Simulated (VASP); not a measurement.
A run of VASP 6.6.1 is set up as follows.

INCAR

```
SYSTEM = Zn
PREC = Accurate
ENCUT = 520
EDIFF = 1E-6
ISMEAR = 0
SIGMA = 0.15
LREAL = .False.
LASPH = .True.
NELM = 80
ALGO = Fast
ISIF = 2
LWAVE = .False.
LCHARG = .False.
GGA = PE
NBANDS = 19
```

File KPOINTS:

```
regular mesh
0
Gamma
  24 24 10
  0 0 0
```

POSCAR

```
Zn
1.0
    2.5848541116      0.0000000000      0.0000000000
   -1.2924270558      2.2385493257      0.0000000000
    0.0000000000      0.0000000000      4.8724995000
Zn
2
Direct
    0.3333333333      0.6666666667      0.2500000000
    0.6666666667      0.3333333333      0.7500000000
```

Potentials or basis: VASP PAW PBE potentials, release 64 (Zn).

The run is started by

```sh
$ cat potpaw_PBE.64/Zn/POTCAR > POTCAR
$ mpirun -np 1 vasp_std > vasp.out
```

Problem. Estimate the pressure.

Solution. 8.0 GPa.

Problem. What does it give for the band gap on the k mesh?

Solution. Zero (bands 12 and 13 overlap by 4.69 eV).

Stress tensor (GPa, compression positive):
```
8.73 0.00 0.00
0.00 8.73 0.00
0.00 0.00 6.47
```

Caveat: the cell differs from its parent crystal (strain -0.030 along x and y, -0.015 along z); the cell stands under pressure.
